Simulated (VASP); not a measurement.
## ZrH3: single point with PBEsol

ZrH3:

```
Zr H
1.0
     3.06840    0.00000    0.00000
     0.00000    3.06840    0.00000
     0.00000    0.00000    3.06840
Zr H
1 3
Direct
  0.00000 0.00000 0.00000
  0.00000 0.50000 0.50000
  0.50000 0.00000 0.50000
  0.50000 0.50000 0.00000
```

- Program: VASP 6.6.1
- Task: single point
- Functional: PBEsol
- Potentials or basis: VASP PAW PBE potentials, release 64 (Zr_sv, H)
- Cutoff: 520 eV
- k mesh: 15 × 15 × 15
- Occupations: fermi-dirac, width 0.1 eV
- Spin: no spin polarisation

| Quantity | Value |
| --- | --- |
| Pressure | 2.9 GPa |
| Band gap on the k mesh | zero (an odd number of electrons rules out a gap without spin polarisation) |

Levels at points of the mesh, in eV from the Fermi level:
```csv
k point,band 4,band 5,band 6,band 7,band 8,band 9,band 10,band 11
"(0.00, 0.00, 0.00)",-26.79,-10.51,-4.39,-4.39,3.96,3.96,3.96,6.26
```

It took 48 s on 1 thread of Intel Xeon 8259CL (shared host), peak memory 0.17 GiB.

Caveat: the PAW data sets were made with another functional, which shifts forces and pressure a little.
